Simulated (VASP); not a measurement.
# WSe2 in VASP: a series of runs, part 2 of 3

VASP 6.6.1.

## Step 4: Single point, PBEsol

This run uses another cell than the first one, of the same volume but with other edges.

The input, INCAR:

```
SYSTEM = WSe2
PREC = Accurate
ENCUT = 520
EDIFF = 1E-6
ISMEAR = 0
SIGMA = 0.05
LREAL = .FALSE.
LASPH = .TRUE.
NELM = 80
ALGO = Normal
ISIF = 2
LWAVE = .FALSE.
LCHARG = .FALSE.
GGA = PS
NBANDS = 20
```

The input, KPOINTS:

```
Automatic mesh
0
G
  12 12 2
  0 0 0
```

The input, POSCAR:

```
WSe2
1.0
    3.2644131109      0.0000000000      0.0000000000
   -1.6322065555      2.8270646825      0.0000000000
    0.0000000000      0.0000000000     17.2088864976
W Se
1 2
Direct
    0.0000000000      0.0000000000      0.0000000000
    0.3333333333      0.6666666667      0.0997865200
    0.3333333333      0.6666666667      0.9002134800
```

Potentials or basis: VASP PAW PBE potentials, release 64 (W_sv, Se).

Command:

```
cat potpaw_PBE.64/W_sv/POTCAR potpaw_PBE.64/Se/POTCAR > POTCAR
mpirun -np 1 vasp_std > vasp.out
```

OUTCAR:

```text
SYSTEM = WSe2
   PREC = Accurate
   ENCUT = 520
   EDIFF = 1E-6
   ISMEAR = 0
   LREAL = .FALSE.
   LASPH = .TRUE.
   NELM = 80
   ISIF = 2
   GGA = PS

 ion  position               nearest neighbor table
   1  0.000  0.000  0.000-   2 2.55   3 2.55   2 2.55   3 2.55   2 2.55   3 2.55
   2  0.333  0.667  0.100-   1 2.55   1 2.55   1 2.55
   3  0.333  0.667  0.900-   1 2.55   1 2.55   1 2.55

  LATTYP: Found a hexagonal cell.
 ALAT       =     3.2644131109
 C/A-ratio  =     5.2716632096

  Lattice vectors:

 A1 = (   3.2644131109,   0.0000000000,   0.0000000000)
 A2 = (  -1.6322065555,   2.8270646825,   0.0000000000)
 A3 = (   0.0000000000,   0.0000000000,  17.2088864976)

Analysis of symmetry for initial positions (statically):
=====================================================================
 Subroutine PRICEL returns:
 Original cell was already a primitive cell.

 Routine SETGRP: Setting up the symmetry group for a
 hexagonal supercell.

 Subroutine GETGRP returns: Found 12 space group operations
 (whereof 12 operations were pure point group operations)
 out of a pool of 24 trial point group operations.

The static configuration has the point symmetry D_3h.

[... 161 lines left out ...]

 E-fermi :  -0.4947     XC(G=0):  -4.7393

 val. band max:       -0.8857054474   @ k =   0.3333   0.3333   0.5000
 cond. band min:       0.6418492095   @ k =   0.1667   0.1667   0.0000
 fundamental gap:      1.5275546569
 Fermi energy:        -0.4946650042

 k-point     1 :       0.0000    0.0000    0.0000
  band No.  band energies     occupation
      1     -74.8907      2.00000
      2     -39.1440      2.00000
      3     -38.9759      2.00000
      4     -38.9759      2.00000
      5     -15.6891      2.00000
      6     -14.5250      2.00000
[... 541 lines left out ...]
     19       5.6902      0.00000
     20       5.7589      0.00000

 [... further k-points ...]

------------------------ aborting loop because EDIFF is reached ----------------------------------------

  FORCE on cell =-STRESS in cart. coord.  units (eV):
  Direction    XX          YY          ZZ          XY          YZ          ZX
  --------------------------------------------------------------------------------------
  -------------------------------------------------------------------------------------
  Total       -0.6053649     -0.6053649     -2.2772305      0.0000000      0.0000000      0.0000000
  in kB       -6.1070885     -6.1070885    -22.9733300      0.0000000      0.0000000      0.0000000
  external PRESSURE =     -11.7291690 kB  Pullay stress =       0.0000000 kB

 VOLUME and BASIS-vectors are now :
 -----------------------------------------------------------------------------
  energy-cutoff  :      520.00
  volume of cell :      158.82
      direct lattice vectors                 reciprocal lattice vectors
     3.264413111  0.000000000  0.000000000     0.306333778  0.176861889  0.000000000
    -1.632206556  2.827064683  0.000000000     0.000000000  0.353723778  0.000000000
     0.000000000  0.000000000 17.208886498     0.000000000  0.000000000  0.058109512

 POSITION                                       TOTAL-FORCE (eV/Angst)
 -----------------------------------------------------------------------------------
      0.00000      0.00000      0.00000        -0.000000      0.000000     -0.000000
     -0.00000      1.88471      1.71721         0.000000      0.000000     -0.659615
     -0.00000      1.88471     15.49167        -0.000000      0.000000      0.659615
 -----------------------------------------------------------------------------------
    total drift:                                0.000000     -0.000000     -0.000000

  FREE ENERGIE OF THE ION-ELECTRON SYSTEM (eV)
  ---------------------------------------------------
  free  energy   TOTEN  =       -23.2085164215 eV

  energy  without entropy=      -23.2085164215  energy(sigma->0) =      -23.20851642
```

OSZICAR:

```text
N       E                     dE             d eps       ncg     rms          rms(c)
DAV:   1     0.165934739248E+03    0.16593E+03   -0.11991E+04  1824   0.110E+03
DAV:   2    -0.113016101513E+02   -0.17724E+03   -0.17169E+03  1976   0.254E+02
DAV:   3    -0.240300535058E+02   -0.12728E+02   -0.12634E+02  2052   0.634E+01
[... 13 lines left out ...]
DAV:  17    -0.232084810252E+02   -0.63588E-04   -0.35047E-06  1608   0.563E-03    0.983E-04
DAV:  18    -0.232085030712E+02   -0.22046E-04   -0.10567E-06  1580   0.294E-03    0.850E-04
DAV:  19    -0.232085143019E+02   -0.11231E-04   -0.74139E-07  1484   0.197E-03    0.932E-04
DAV:  20    -0.232085158261E+02   -0.15242E-05   -0.60343E-08  1336   0.617E-04    0.379E-04
DAV:  21    -0.232085164215E+02   -0.59542E-06   -0.24914E-08  1152   0.392E-04
   1 F= -.23208516E+02 E0= -.23208516E+02  d E =-.106957E-29
```

Run time: 3.6 min. Hardware: 1 thread of Intel Xeon 8259CL, shared host; peak memory 0.32 GiB.

What came out:

| Property | Result |
| --- | --- |
| Free energy | -23.2085 eV |
| Largest force | 0.660 eV/Å |
| Band gap on the k mesh | 1.53 eV (least direct gap 1.80 eV) |

Forces on the atoms (eV/Å):
```
W    0.000  0.000  0.000
Se   0.000  0.000 -0.660
Se   0.000  0.000  0.660
```

Levels at points of the mesh, in eV from the valence-band top:
| k point | band 11 | band 12 | band 13 | band 14 | band 15 | band 16 |
| --- | --- | --- | --- | --- | --- | --- |
| (0.00, 0.00, 0.00) | -1.02 | -1.02 | -0.58 | 3.03 | 3.03 | 3.13 |
| (0.50, 0.00, 0.00) | -2.31 | -1.05 | -0.74 | 2.57 | 2.78 | 3.63 |
| (0.00, 0.00, 0.50) | -1.02 | -1.02 | -0.58 | 3.03 | 3.03 | 3.13 |
| (0.50, 0.00, 0.50) | -2.31 | -1.05 | -0.74 | 2.57 | 2.78 | 3.63 |

Caveat: the PAW data sets were made with another functional, which shifts forces and pressure a little; spin-orbit coupling is left out, which moves the levels of the heavy elements.

[end of part 2 of 3]
